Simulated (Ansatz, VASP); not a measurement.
Two plane-wave programs on Zn2Sn5N

```xyz
8
Lattice="-2.8460 2.8460 5.8378 2.8460 -2.8460 5.8378 2.8460 2.8460 -5.8378" Properties=species:S:1:pos:R:3 pbc="T T T"
Zn    0.0000    2.8460    0.0000
Zn    2.8460    0.0000    0.0000
Sn    0.0000    0.0000    2.0308
Sn    0.0000    0.0000    9.6448
Sn    0.0000    2.8460    2.9189
Sn    2.8460    0.0000    2.9189
Sn    0.0000    0.0000    5.8378
N     0.0000    0.0000    0.0000
```

Alike in both runs: functional PBE; k mesh 4 × 4 × 4; occupations gaussian, width 0.2 eV; no spin polarisation.

Ansatz relaxed the structure, and its values are those at the end. VASP's run is a single point on that final structure, the one shown.

|  | VASP | Ansatz |
| --- | --- | --- |
| version | VASP 6.6.1 | Ansatz 0.2.0 |
| potentials or method | VASP PAW PBE potentials, release 64 (Zn, Sn_d, N), cutoff 520 eV | scalar-relativistic, plane waves, PAW |
| valence electrons in the cell | 99 | 99 |

```csv
,VASP,Ansatz,Ansatz less VASP
gap on the k mesh at the Fermi level (eV),none,none,-
pressure (GPa),0.5,0.5,+0.01
rms of the force components (eV/Å),0.007,0.010,+0.0024
```

A gap of «none» marks a metal or a gap that the smearing closes. With one functional, cell and mesh, what is left measures potentials, basis and numerics.

The k mesh is coarse, so the values compare programs but aren't converged.
